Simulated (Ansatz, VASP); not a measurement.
# Two plane-wave programs on BaZrO3

Contents of POSCAR:

```
BaZrO3
1.0
    4.2387879407      0.0000000000      0.0000000000
    0.0000000000      4.2387879407      0.0000000000
    0.0000000000      0.0000000000      4.0692364231
Ba Zr O
1 1 3
Direct
    0.5000000000      0.5000000000      0.5000000000
    0.0000000000      0.0000000000      0.0000000000
    0.5000000000      0.0000000000      0.0000000000
    0.0000000000      0.5000000000      0.0000000000
    0.0000000000      0.0000000000      0.5000000000
```

Contents of INCAR.step1:

```
SYSTEM = BaZrO3
  ALGO = Normal
  EDIFF = 1E-4
  ENCUT = 520
  GGA = PE
  ISMEAR = 0
  LASPH = .True.
  LCHARG = .False.
  LREAL = .False.
  LWAVE = .True.
  NBANDS = 28
  NELM = 60
  PREC = Accurate
  SIGMA = 0.05
```

The input INCAR.step2:

```
SYSTEM = BaZrO3
  ALGO = Normal
  EDIFF = 1E-7
  ENCUT = 520
  ISIF = 2
  ISMEAR = 0
  ISTART = 1
  LASPH = .True.
  LCHARG = .True.
  LELF = .True.
  LMIXTAU = .True.
  LREAL = .False.
  LVHAR = .True.
  LWAVE = .False.
  METAGGA = R2SCAN
  NBANDS = 28
  NELM = 60
  PREC = Accurate
  SIGMA = 0.05
```

KPOINTS

```
k-points
0
Gamma
  6 6 6
  0 0 0
```

Input for Ansatz:

```yaml
crystal:
  lattice:
    - [4.2387879407, 0.0, 0.0]
    - [0.0, 4.2387879407, 0.0]
    - [0.0, 0.0, 4.0692364231]
  atoms:
    - { symbol: Ba, position: [0.5, 0.5, 0.5] }
    - { symbol: Zr, position: [0.0, 0.0, 0.0] }
    - { symbol: O, position: [0.5, 0.0, 0.0] }
    - { symbol: O, position: [0.0, 0.5, 0.0] }
    - { symbol: O, position: [0.0, 0.0, 0.5] }
basis:
  ecutwfc: 500
kpoints:
  mp_grid: { grid: [6, 6, 6] }
hamiltonian:
  xc: r2scan
scf:
  occupations: { method: gaussian, width: 0.05 }
output:
  forces: true
  stress: true
  eigenvalues: true
  write_density: true
  write_potential: true
  elf: true
  volumetric_format: npy
```

Alike in both runs: task single point; functional r2SCAN; k mesh 6 × 6 × 6; occupations gaussian, width 0.05 eV; no spin polarisation.

```csv
,VASP,Ansatz
version,VASP 6.6.1,Ansatz 0.2.0
potentials or method,"VASP PAW PBE potentials, release 64 (Ba_sv, Zr_sv, O), cutoff 520 eV","scalar-relativistic, plane waves, PAW"
valence electrons in the cell,40,40
```

|  | VASP | Ansatz | Ansatz less VASP |
| --- | --- | --- | --- |
| gap on the k mesh at the Fermi level (eV) | 3.57 | 3.63 | +0.055 |
| least direct gap on the mesh (eV) | 3.77 | 3.80 | +0.030 |
| pressure (GPa) | 4.4 | 3.3 | -1.12 |
| traceless stress, the component that is largest in VASP (GPa) | 7.45 | 7.27 | -0.179 |

VASP's potentials were made for PBE, not for r2SCAN. The functional is the same, so the differences come from potentials, cutoffs and numerics.

Neither program's run includes spin-orbit coupling.
